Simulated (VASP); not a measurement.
## Ti: single point with PBE

The system is Ti.

```
Ti
1.0
     0.00000    2.15187    2.05586
     2.10376    0.00000    2.05586
     2.10376    2.15187    0.00000
Ti
1
Direct
  0.00000 0.00000 0.00000
```

This cell differs from its parent crystal: normal strain along x +0.0233, normal strain along y +0.0467.

```yaml
Program: VASP 6.6.1
Task: single point
Functional: PBE
Potentials_or_basis: VASP PAW PBE potentials, release 64 (Ti_sv)
Cutoff: 520 eV
k_mesh: 18 × 18 × 18
Occupations: gaussian, width 0.15 eV
Spin: no spin polarisation
```

The pressure is -6.6 GPa and the band gap on the k mesh is zero (band 6 reaches 8.23 eV, above the bottom of band 7 at 7.03 eV).

Stress tensor (GPa, compression positive):
```
-6.64  0.00  0.00
 0.00 -7.40  0.00
 0.00  0.00 -5.88
```

Levels at points of the mesh, in eV from the Fermi level:
| k point | band 2 | band 3 | band 4 | band 5 | band 6 | band 7 | band 8 | band 9 | band 10 | band 11 |
| --- | --- | --- | --- | --- | --- | --- | --- | --- | --- | --- |
| (0.00, 0.00, 0.00) | -32.76 | -32.76 | -32.76 | -5.92 | 0.67 | 0.84 | 1.00 | 2.14 | 2.47 | 14.89 |
| (0.50, 0.00, 0.00) | -33.29 | -32.85 | -32.81 | -2.43 | 0.49 | 0.58 | 0.90 | 3.21 | 3.34 | 7.48 |
| (0.50, 0.50, 0.00) | -33.26 | -32.98 | -32.96 | -2.31 | -1.57 | 2.97 | 3.26 | 3.46 | 3.59 | 10.73 |
| (0.50, 0.00, 0.50) | -33.25 | -32.94 | -32.92 | -2.36 | -1.48 | 2.17 | 3.28 | 3.46 | 3.57 | 9.36 |
| (0.00, 0.50, 0.50) | -33.26 | -32.97 | -32.93 | -2.34 | -1.51 | 2.56 | 3.26 | 3.40 | 3.64 | 9.76 |

It took 2.6 min on 1 thread of Intel Xeon 6975P-C, on a shared host, peak memory 0.3 GiB.

Caveat: the cell differs from its parent crystal (normal strain along x +0.0233, normal strain along y +0.0467).
